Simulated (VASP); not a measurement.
Runs of VASP 6.6.1 on Au. The structure is that of space group Im-3m (No. 229), or close to it. The cells are those of the table. 

```csv
cell,gap on the mesh (eV),pressure (GPa)
"a = 3.024 Å, angles 110.5, 110.5, 107.4°, 1 atom",none,-16.2
"a = 2.641 Å, angles 109.5°, 1 atom",none,(b)
"a = 3.100 Å, angles 109.5°, 1 atom",none,-18.1
"a = 3.062 Å, angles 108.5, 108.5, 111.5°, 1 atom",none,(a)
"a = 2.985 Å, angles 109.5°, 1 atom",none,-14.4
"a = 2.909 Å, angles 110.5, 110.5, 107.3°, 1 atom",none,(c)
"a = 2.756 Å, angles 109.5°, 1 atom",none,17.9
"a = 2.680 Å, angles 110.6, 110.6, 107.2°, 1 atom",none,44.5
```

Alike in all rows: task single point; level r2SCAN; potentials or basis VASP PAW PBE potentials, release 64 (Au); no spin polarisation; k mesh 24 × 24 × 24; cutoff (eV) 520; smearing gaussian 0.15 eV.

Q: Estimate the missing entries.

A: (a) -17.4; (b) 62.5; (c) -8.7.

Caveats: the PAW data sets were made with another functional, which shifts forces and pressure a little; spin-orbit coupling is left out, which moves the levels of the heavy elements; the cell stands under tension (at least some runs); the cell stands under pressure (at least some runs).

A k mesh can miss the band edges, and the runs leave out spin-orbit coupling on Au.

A gap of «none» marks levels without a gap at the run's occupations.
